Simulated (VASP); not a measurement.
A run of VASP 6.6.1:

The input INCAR:

```
PREC     = Accurate       # precision mode
ENCUT    = 520            # plane-wave cutoff, eV
EDIFF    = 1E-6           # SCF threshold, eV
ISMEAR   = -1             # smearing method
SIGMA    = 0.05           # smearing width, eV
LREAL    = False          # projectors in reciprocal space
LASPH    = True           # aspherical terms in the spheres
NELM     = 60             # most SCF steps
ALGO     = Fast           # electronic algorithm
ISIF     = 2              # what is computed and relaxed
LWAVE    = False          # write WAVECAR
LCHARG   = True           # write CHGCAR
GGA      = PS             # functional
LELF     = True           # ELF
LVHAR    = True         
NBANDS   = 15             # bands
```

File KPOINTS:

```
Automatic mesh
0
Gamma
  6 6 6
```

Contents of POSCAR:

```
Al2Pt
1.0
    0.0000000000      2.9550000000      2.9550000000
    2.9550000000      0.0000000000      2.9550000000
    2.9550000000      2.9550000000      0.0000000000
Pt Al
1 2
Direct
    0.0000000000      0.0000000000      0.0000000000
    0.7500000000      0.7500000000      0.7500000000
    0.2500000000      0.2500000000      0.2500000000
```

Potentials or basis: VASP PAW PBE potentials, release 64 (Pt, Al).

Launch:

```bash
$ cat potpaw_PBE.64/Pt/POTCAR potpaw_PBE.64/Al/POTCAR > POTCAR
$ mpirun -np 1 vasp_std > vasp.out
```

Hardware: 1 thread of AMD EPYC 7R13, with other jobs on the host.

Problem. Estimate the wall time of this run.

Solution. Wall time 42 s on 1 thread of AMD EPYC 7R13 (shared host), peak memory 0.15 GiB. Counts: scf iterations 15, k points 16.
